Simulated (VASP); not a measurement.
Set up this calculation in VASP 6.6.1, as the native input.

| Property | Result |
| --- | --- |
| Task | single point |
| Functional | PBEsol |
| Potentials or basis | VASP PAW PBE potentials, release 64 (Pb_d, O) |
| Cutoff | 520 eV |
| k mesh | 8 × 8 × 10 |
| Occupations | gaussian, width 0.1 eV |
| Spin | no spin polarisation |
| Dipole correction | no |
| Further INCAR settings | ALGO = Normal; EDIFF = 1e-06; NBANDS = 35 |

The structure of PbO2 lies in POSCAR:

```
PbO2
1.0
    5.2369181221      0.0000000000      0.0000000000
    0.0000000000      5.2369181221      0.0000000000
    0.0000000000      0.0000000000      3.4171053053
Pb O
2 4
Direct
    0.0000000000      0.0000000000      0.0000000000
    0.5000000000      0.5000000000      0.5000000000
    0.3108912672      0.3108912672      0.0000000000
    0.1891087328      0.8108912672      0.5000000000
    0.6891087328      0.6891087328      0.0000000000
    0.8108912672      0.1891087328      0.5000000000
```

The input as run:

INCAR

```
ALGO = Normal ; EDIFF = 1E-6
ENCUT = 520 ; GGA = PS
ISIF = 2 ; ISMEAR = 0
LASPH = T ; LCHARG = T
LELF = T ; LREAL = F
LVHAR = T ; LWAVE = F
NBANDS = 35 ; NELM = 100
PREC = Accurate ; SIGMA = 0.1
```

KPOINTS

```
k-points
0
Gamma
  8 8 10
```

Potentials or basis: VASP PAW PBE potentials, release 64 (Pb_d, O).

Command:

```sh
$ cat potpaw_PBE.64/Pb_d/POTCAR potpaw_PBE.64/O/POTCAR > POTCAR
$ mpirun -np 1 vasp_std > vasp.out
```

It gave:

```json
{
 "Pressure": "-8.6 GPa",
 "Largest force": "0.021 eV/Å",
 "Band gap on the k mesh": "0.01 eV (least direct gap 0.06 eV)"
}
```

Caveat: the cell stands under tension; the PAW data sets were made with another functional, which shifts forces and pressure a little; spin-orbit coupling is left out, which moves the levels of the heavy elements.

Wall time 2.5 min on 1 thread of Intel(R) Xeon(R) Platinum 8488C (Sapphire Rapids) (shared host), peak memory 0.36 GiB.
